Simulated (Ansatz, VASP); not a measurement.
## Be3Cd2S in VASP and in Ansatz

```xyz
6
Lattice="2.6949 1.5559 3.4654 -2.6949 1.5559 3.4654 0.0000 -3.1118 3.4654" Properties=species:S:1:pos:R:3 pbc="T T T"
Be   -1.3475    0.7780    1.7327
Be    1.3475    0.7780    1.7327
Be    0.0000   -1.5559    1.7327
Cd    0.0000    0.0000    6.5646
Cd    0.0000    0.0000    3.8315
S     0.0000    0.0000    0.0000
```

Change from the starting cell: species swapped into the Tb2FeCo3 type (R-3m, No. 166).

Alike in both runs: functional PBE; k mesh 6 × 6 × 6; occupations gaussian, width 0.1 eV; no spin polarisation.

Ansatz relaxed the structure, and its values are those at the end. VASP's run is a single point on that final structure, the one shown.

```csv
,VASP,Ansatz
version,VASP 6.6.1,Ansatz 0.2.0
potentials or method,"VASP PAW PBE potentials, release 64 (Be, Cd, S), cutoff 520 eV","scalar-relativistic, plane waves, PAW"
valence electrons in the cell,36,52
```

```csv
,VASP,Ansatz,Ansatz less VASP
gap on the k mesh at the Fermi level (eV),none,none,-
pressure (GPa),0.1,-0.1,-0.20
rms of the force components (eV/Å),0.005,0.000,-0.0051
```

A gap of «none» marks a metal or a gap that the smearing closes. VASP's potentials hold 36 valence electrons a cell and Ansatz's 52, so a difference there can come from the potentials and not from the codes.
